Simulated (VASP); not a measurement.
# C in VASP: further runs, part 2 of 2

VASP 6.6.1. Earlier steps stand in the parts before.

## Step 3: Single point, PBEsol

INCAR

```
SYSTEM = C
PREC = Accurate ; ENCUT = 600
EDIFF = 1E-6 ; ISMEAR = -1
SIGMA = 0.1 ; LREAL = .FALSE.
LASPH = .TRUE. ; NELM = 120
ALGO = Normal ; ISIF = 2
LWAVE = .FALSE. ; LCHARG = .FALSE.
GGA = PS ; NBANDS = 11
GGA_COMPAT = .FALSE.
```

KPOINTS

```
regular mesh
0
G
  5 5 5
  0 0 0
```

POSCAR

```
C
1.0
    0.0000000000      1.7833700000      1.7833700000
    1.7833700000      0.0000000000      1.7833700000
    1.7833700000      1.7833700000      0.0000000000
C
2
Direct
    0.0086705528     -0.0055132282      0.0025413886
    0.2413294472      0.2555132282      0.2474586114
```

Potentials or basis: VASP PAW PBE potentials, release 64 (C).

Launch:

```
$ cat potpaw_PBE.64/C/POTCAR > POTCAR
$ mpirun -np 1 vasp_std > vasp.out
```

OUTCAR:

```text
SYSTEM = C
   PREC = Accurate
   ENCUT = 600
   EDIFF = 1E-6
   ISMEAR = -1
   LREAL = .FALSE.
   LASPH = .TRUE.
   NELM = 120
   ISIF = 2
   GGA = PS

 ion  position               nearest neighbor table
   1  0.009  0.994  0.003-   2 1.52   2 1.52   2 1.56   2 1.58
   2  0.241  0.256  0.247-   1 1.52   1 1.52   1 1.56   1 1.58

  LATTYP: Found a face centered cubic cell.
 ALAT       =     3.5667400000

  Lattice vectors:

 A1 = (   0.0000000000,   1.7833700000,   1.7833700000)
 A2 = (   1.7833700000,   0.0000000000,   1.7833700000)
 A3 = (   1.7833700000,   1.7833700000,   0.0000000000)
[... 513 lines left out ...]
      7      21.3806      0.00000
      8      21.6828      0.00000
      9      30.4453      0.00000
     10      32.2182      0.00000
     11      37.8043      0.00000

 [... further k-points ...]
[... 5 lines left out ...]
  --------------------------------------------------------------------------------------
  -------------------------------------------------------------------------------------
  Total       -0.2389345     -0.2660615     -0.2392031      0.0164153     -0.0128280      0.1286738
  in kB      -33.7469944    -37.5783903    -33.7849346      2.3184926     -1.8118180     18.1738266
  external PRESSURE =     -35.0367731 kB  Pullay stress =       0.0000000 kB

 VOLUME and BASIS-vectors are now :
 -----------------------------------------------------------------------------
  energy-cutoff  :      600.00
  volume of cell :       11.34
      direct lattice vectors                 reciprocal lattice vectors
     0.000000000  1.783370000  1.783370000    -0.280368067  0.280368067  0.280368067
     1.783370000  0.000000000  1.783370000     0.280368067 -0.280368067  0.280368067
     1.783370000  1.783370000  0.000000000     0.280368067  0.280368067 -0.280368067

 POSITION                                       TOTAL-FORCE (eV/Angst)
 -----------------------------------------------------------------------------------
      1.77807      0.02000      1.78900         0.344362     -1.485171     -0.372484
      0.89698      0.87169      0.88605        -0.344362      1.485171      0.372484
 -----------------------------------------------------------------------------------
    total drift:                                0.000000      0.000000     -0.000000

  FREE ENERGIE OF THE ION-ELECTRON SYSTEM (eV)
  ---------------------------------------------------
  free  energy   TOTEN  =       -19.1840600001 eV

  energy  without entropy=      -19.1840599910  energy(sigma->0) =      -19.18406000
```

stdout:

```text
POSCAR found type information on POSCAR C
 POSCAR found :  1 types and       2 ions
 scaLAPACK will be used
 -----------------------------------------------------------------------------
|                                                                             |
|                                                                             |
|     You enforced a specific xc type in the INCAR file but a different       |
|     I HOPE YOU KNOW WHAT YOU ARE DOING!                                     |
|                                                                             |
 -----------------------------------------------------------------------------

 LDA part: xc-table for (Slater+PW92), standard interpolation
 POSCAR, INCAR and KPOINTS ok, starting setup
 FFT: planning ... GRIDC
 FFT: planning ... GRID_SOFT
 FFT: planning ... GRID
 WAVECAR not read
 entering main loop
```

It took 5.6 s on 1 thread of Intel Xeon 6975P-C, shared host; peak memory 0.12 GiB.

What came out:

- Free energy: -19.1841 eV
- Pressure: -3.5 GPa
- Largest force: 1.569 eV/Å
- Band gap on the k mesh: 3.30 eV, indirect (least direct gap 4.24 eV)

Forces in eV/Å, atoms in the order of the input:
```
C    0.344 -1.485 -0.372
C   -0.344  1.485  0.372
```

Stress tensor (GPa, compression positive):
```
-3.37  0.23  1.82
 0.23 -3.76 -0.18
 1.82 -0.18 -3.38
```

Levels at points of the mesh, in eV from the valence-band top:
```csv
k point,band 2,band 3,band 4,band 5,band 6,band 7
"(0.00, 0.00, 0.00)",-1.31,-0.76,0.00,4.24,4.88,5.39
```

Caveat: the k points lie up to 0.61 Å⁻¹ apart; the PAW data sets were made with another functional, which shifts forces and pressure a little. A hybrid or GW would open this gap; PBEsol tends to underestimate it.

## Step 4: Single point, PBEsol

INCAR

```
SYSTEM = C
PREC     = Accurate       ! precision mode
ENCUT    = 600            ! plane-wave cutoff, eV
EDIFF    = 1E-6           ! SCF threshold, eV
ISMEAR   = -1             ! smearing method
SIGMA    = 0.1            ! smearing width, eV
LREAL    = .False.        ! projectors in reciprocal space
LASPH    = .True.         ! aspherical terms in the spheres
NELM     = 120            ! most SCF steps
ALGO     = Normal         ! electronic algorithm
ISIF     = 2              ! what is computed and relaxed
LWAVE    = .False.        ! write WAVECAR
LCHARG   = .False.        ! write CHGCAR
GGA      = PS             ! functional
NBANDS   = 11             ! bands
GGA_COMPAT= .False.
```

KPOINTS

```
Automatic mesh
0
Gamma
  5 5 5
  0 0 0
```

POSCAR

```
C
1.0
    0.0000000000      1.7833700000      1.7833700000
    1.7833700000      0.0000000000      1.7833700000
    1.7833700000      1.7833700000      0.0000000000
C
2
Direct
    0.0153692589     -0.0097219352      0.0043952489
    0.2346307411      0.2597219352      0.2456047511
```

Launch:

```
$ cat potpaw_PBE.64/C/POTCAR > POTCAR
$ mpirun -np 1 vasp_std > vasp.out
```

Wall time 5.9 s (1 thread of Intel Xeon 6975P-C, shared host); peak memory 0.12 GiB.

It converged, with:

* Free energy: -19.1138 eV
* Pressure: -2.2 GPa
* Largest force: 2.704 eV/Å
* Band gap on the k mesh: 2.70 eV, indirect (least direct gap 3.27 eV)

Forces on the atoms (eV/Å):
```
C    0.544 -2.580 -0.597
C   -0.544  2.580  0.597
```

Stress tensor (GPa, compression positive):
```
-1.80  0.00  3.09
 0.00 -2.98  0.11
 3.09  0.11 -1.81
```

Levels at points of the mesh, in eV from the valence-band top:
```csv
k point,band 1,band 2,band 3,band 4,band 5,band 6,band 7,band 8,band 9
"(0.00, 0.00, 0.00)",-22.77,-2.31,-1.32,0.00,3.27,4.34,5.27,12.11,17.67
```

Caveat: the k points lie up to 0.61 Å⁻¹ apart; the PAW data sets were made with another functional, which shifts forces and pressure a little. A k mesh can miss the band edges.

## Step 5: Single point, PBEsol

INCAR

```
SYSTEM = C
ALGO     = Normal         ! electronic algorithm
EDIFF    = 1E-6           ! SCF threshold, eV
ENCUT    = 600            ! plane-wave cutoff, eV
GGA      = PS             ! functional
GGA_COMPAT= .FALSE.      
ISIF     = 2              ! what is computed and relaxed
ISMEAR   = -1             ! smearing method
LASPH    = .TRUE.         ! aspherical terms in the spheres
LCHARG   = .TRUE.         ! write CHGCAR
LELF     = .TRUE.         ! ELF
LREAL    = .FALSE.        ! projectors in reciprocal space
LVHAR    = .TRUE.       
LWAVE    = .FALSE.        ! write WAVECAR
NBANDS   = 11             ! bands
NELM     = 120            ! most SCF steps
PREC     = Accurate       ! precision mode
SIGMA    = 0.1            ! smearing width, eV
```

KPOINTS

```
k-points
0
G
  5 5 5
  0 0 0
```

POSCAR

```
C
1.0
    0.0000000000      1.7833700000      1.7833700000
    1.7833700000      0.0000000000      1.7833700000
    1.7833700000      1.7833700000      0.0000000000
C
2
Direct
    0.0187344888     -0.0116676568      0.0049619011
    0.2312655112      0.2616676568      0.2450380989
```

Potentials or basis: VASP PAW PBE potentials, release 64 (C).

Launch:

```
$ cat potpaw_PBE.64/C/POTCAR > POTCAR
$ mpirun -np 1 vasp_std > vasp.out
```

OUTCAR:

```text
SYSTEM = C
   EDIFF = 1E-6
   ENCUT = 600
   GGA = PS
   ISIF = 2
   ISMEAR = -1
   LASPH = .TRUE.
   LREAL = .FALSE.
   NELM = 120
   PREC = Accurate

 ion  position               nearest neighbor table
   1  0.019  0.988  0.005-   2 1.50   2 1.50   2 1.57   2 1.62
   2  0.231  0.262  0.245-   1 1.50   1 1.50   1 1.57   1 1.62

  LATTYP: Found a face centered cubic cell.
 ALAT       =     3.5667400000

  Lattice vectors:

 A1 = (   0.0000000000,   1.7833700000,   1.7833700000)
 A2 = (   1.7833700000,   0.0000000000,   1.7833700000)
 A3 = (   1.7833700000,   1.7833700000,   0.0000000000)
[... 513 lines left out ...]
      7      21.2986      0.00000
      8      21.9419      0.00000
      9      29.9385      0.00000
     10      32.7413      0.00000
     11      38.0013      0.00000

 [... further k-points ...]
[... 5 lines left out ...]
  --------------------------------------------------------------------------------------
  -------------------------------------------------------------------------------------
  Total       -0.0555330     -0.1735638     -0.0567532     -0.0172058      0.0272266      0.2547297
  in kB       -7.8434535    -24.5140714     -8.0157936     -2.4301450      3.8454701     35.9778981
  external PRESSURE =     -13.4577728 kB  Pullay stress =       0.0000000 kB

 VOLUME and BASIS-vectors are now :
 -----------------------------------------------------------------------------
  energy-cutoff  :      600.00
  volume of cell :       11.34
      direct lattice vectors                 reciprocal lattice vectors
     0.000000000  1.783370000  1.783370000    -0.280368067  0.280368067  0.280368067
     1.783370000  0.000000000  1.783370000     0.280368067 -0.280368067  0.280368067
     1.783370000  1.783370000  0.000000000     0.280368067  0.280368067 -0.280368067

 POSITION                                       TOTAL-FORCE (eV/Angst)
 -----------------------------------------------------------------------------------
      1.77141      0.04226      1.79597         0.644463     -3.062630     -0.706284
      0.90364      0.84943      0.87908        -0.644463      3.062630      0.706284
 -----------------------------------------------------------------------------------
    total drift:                               -0.000000     -0.000000      0.000000

  FREE ENERGIE OF THE ION-ELECTRON SYSTEM (eV)
  ---------------------------------------------------
  free  energy   TOTEN  =       -19.0680103990 eV

  energy  without entropy=      -19.0680097955  energy(sigma->0) =      -19.06801010
```

stdout:

```text
POSCAR found type information on POSCAR C
 POSCAR found :  1 types and       2 ions
 scaLAPACK will be used
 -----------------------------------------------------------------------------
|                                                                             |
|                                                                             |
|     You enforced a specific xc type in the INCAR file but a different       |
|     I HOPE YOU KNOW WHAT YOU ARE DOING!                                     |
|                                                                             |
 -----------------------------------------------------------------------------

 LDA part: xc-table for (Slater+PW92), standard interpolation
 POSCAR, INCAR and KPOINTS ok, starting setup
 FFT: planning ... GRIDC
 FFT: planning ... GRID_SOFT
 FFT: planning ... GRID
 WAVECAR not read
 entering main loop
```

Run time: 6.5 s. Hardware: 1 thread of Intel Xeon 6975P-C, shared host; peak memory 0.12 GiB.

What came out:

```yaml
Free_energy: -19.0680 eV
Pressure: -1.3 GPa
Largest_force: 3.208 eV/Å
Band_gap_on_the_k_mesh: 2.39 eV, indirect (least direct gap 2.80 eV)
```

Forces in eV/Å, atoms in the order of the input:
```
C    0.644 -3.063 -0.706
C   -0.644  3.063  0.706
```

Caveat: the k points lie up to 0.61 Å⁻¹ apart; the PAW data sets were made with another functional, which shifts forces and pressure a little. A k mesh can miss the band edges.
